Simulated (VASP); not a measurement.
Wanted: the native input for a VASP 6.6.1 run.

```yaml
Task: single point
Functional: PBEsol
Potentials_or_basis: VASP PAW PBE potentials, release 64 (Cs_sv)
Cutoff: 520 eV
k_mesh: 6 × 6 × 6
Occupations: fermi-dirac, width 0.05 eV
Spin: no spin polarisation
Dipole_correction: no
Further_INCAR_settings: ALGO = Normal; EDIFF = 1e-07; NBANDS = 10
```

The structure of Cs lies in POSCAR:

```
Cs
1.0
   -3.1284650614      3.1284650614      3.1284650614
    3.1284650614     -3.1284650614      3.1284650614
    3.1284650614      3.1284650614     -3.1284650614
Cs
1
Direct
    0.0000000000      0.0000000000      0.0000000000
```

These files were run (other wordings do the same):

INCAR

```
  PREC = Accurate
  ENCUT = 520
  EDIFF = 1E-7
  ISMEAR = -1
  SIGMA = 0.05
  LREAL = False
  LASPH = True
  NELM = 60
  ALGO = Normal
  ISIF = 2
  LWAVE = False
  LCHARG = False
  GGA = PS
  NBANDS = 10
```

KPOINTS

```
regular mesh
0
Gamma
  6 6 6
```

Potentials or basis: VASP PAW PBE potentials, release 64 (Cs_sv).

Run with:

```sh
$ cat potpaw_PBE.64/Cs_sv/POTCAR > POTCAR
$ mpirun -np 1 vasp_std > vasp.out
```

It gave:

```
Pressure : -0.2 GPa
```

Caveat: the PAW data sets were made with another functional, which shifts forces and pressure a little.

Wall time 17 s on 1 thread of Intel(R) Xeon(R) Platinum 8259CL CPU @ 2.50GHz (Skylake/Cascade Lake) (shared host), peak memory 0.23 GiB.
